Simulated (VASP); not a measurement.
Here is a VASP 6.6.1 calculation.

File INCAR:

```
SYSTEM = LiF
ALGO     = Normal         ! electronic algorithm
EDIFF    = 1E-6           ! SCF threshold, eV
ENCUT    = 520            ! plane-wave cutoff, eV
GGA      = PE             ! functional
ISIF     = 2              ! what is computed and relaxed
ISMEAR   = 0              ! smearing method
LASPH    = .True.         ! aspherical terms in the spheres
LCHARG   = .False.        ! write CHGCAR
LREAL    = .False.        ! projectors in reciprocal space
LWAVE    = .False.        ! write WAVECAR
NBANDS   = 12             ! bands
NELM     = 100            ! most SCF steps
PREC     = Accurate       ! precision mode
SIGMA    = 0.05           ! smearing width, eV
```

File KPOINTS:

```
k-points
0
Gamma
  14 14 14
  0 0 0
```

POSCAR

```
LiF
1.0
    0.0000000000      2.0203706372      2.0203706372
    2.0203706372      0.0000000000      2.0203706372
    2.0203706372      2.0203706372      0.0000000000
Li F
1 1
Direct
    0.0000000000      0.0000000000      0.0000000000
    0.5000000000      0.5000000000      0.5000000000
```

Potentials or basis: VASP PAW PBE potentials, release 64 (Li_sv, F).

Run with:

```bash
$ cat potpaw_PBE.64/Li_sv/POTCAR potpaw_PBE.64/F/POTCAR > POTCAR
$ mpirun -np 1 vasp_std > vasp.out
```

Problem. What does it give for the band gap on the k mesh?

Solution. 9.00 eV, indirect (the least direct gap lies 0.7 meV higher).

 A k mesh can miss the band edges.
